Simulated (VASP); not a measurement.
## Ge: single point with PBEsol+D3(BJ)

Crystal: Ge.

```
Ge
1.0
     1.40698   -2.43705    0.00000
     1.40698    2.43705    0.00000
     0.00000    0.00000    5.15711
Ge
2
Direct
  0.50003 0.49997 0.25000
  0.49997 0.50003 0.75000
```

| Property | Result |
| --- | --- |
| Program | VASP 6.6.1 |
| Task | single point |
| Functional | PBEsol |
| Dispersion | D3(BJ) |
| Potentials or basis | VASP PAW PBE potentials, release 64 (Ge_d) |
| Cutoff | 520 eV |
| k mesh | 10 × 10 × 6 |
| Occupations | fermi-dirac, width 0.05 eV |
| Spin | no spin polarisation |

| Item | Value |
| --- | --- |
| Pressure | -0.1 GPa |
| Band gap on the k mesh | zero (band 14 reaches 14.91 eV, above the bottom of band 15 at 5.03 eV) |
| Dispersion energy per atom | -0.349 eV |

Levels at points of the mesh, in eV from the Fermi level:
```tsv
k point	band 11	band 12	band 13	band 14	band 15	band 16	band 17	band 18
(0.00, 0.00, 0.00)	-13.77	-9.28	-6.39	7.68	8.49	8.49	10.92	11.96
(0.50, 0.00, 0.00)	-8.48	-6.06	-3.52	-2.46	-2.20	3.27	4.09	7.54
(0.50, 0.50, 0.00)	-8.48	-6.06	-3.52	-2.46	-2.20	3.27	4.09	7.54
(0.00, 0.00, 0.50)	-12.39	-12.39	-0.44	-0.44	9.81	9.81	9.81	9.81
(0.50, 0.00, 0.50)	-7.12	-7.12	-4.74	-4.74	4.19	4.19	5.39	5.39
(0.50, 0.50, 0.50)	-7.13	-7.13	-4.74	-4.74	4.19	4.19	5.39	5.39
```

Run time: 26 s on 1 thread of Intel(R) Xeon(R) 6975P-C (Granite Rapids), with other jobs on the host, peak memory 0.21 GiB.

Caveat: the PAW data sets were made with another functional, which shifts forces and pressure a little; pairwise dispersion overbinds metals, which lowers pressure and volume.
